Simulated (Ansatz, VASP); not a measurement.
## One calculation of CoH3, two programs

```
Co H
1.0
     2.61133    0.00000    0.00000
     0.00000    2.61133    0.00000
     0.00000    0.00000    2.61133
Co H
1 3
Direct
  0.00000 0.00000 0.00000
  0.00000 0.50000 0.50000
  0.50000 0.00000 0.50000
  0.50000 0.50000 0.00000
```

Alike in both runs: task single point; functional r2SCAN; k mesh 2 × 2 × 2; occupations gaussian, width 0.1 eV; no spin polarisation.

|  | VASP | Ansatz |
| --- | --- | --- |
| version | VASP 6.6.1 | Ansatz 0.2.0 |
| potentials or method | VASP PAW PBE potentials, release 64 (Co, H), cutoff 660 eV | scalar-relativistic, plane waves, PAW |
| valence electrons in the cell | 12 | 20 |

Ansatz gave:

| Item | Value |
| --- | --- |
| gap on the k mesh at the Fermi level (eV) | none |
| pressure (GPa) | 1.6 |

Task: What did VASP give for the same quantities?

Result: gap on the k mesh at the Fermi level (eV): none; pressure (GPa): 1.5.

VASP's potentials were made for PBE, not for r2SCAN. A gap of «none» marks a metal or a gap that the smearing closes. VASP's potentials hold 12 valence electrons a cell and Ansatz's 20, so a difference there can come from the potentials and not from the codes.

The k mesh is coarse, so the values compare programs but aren't converged.
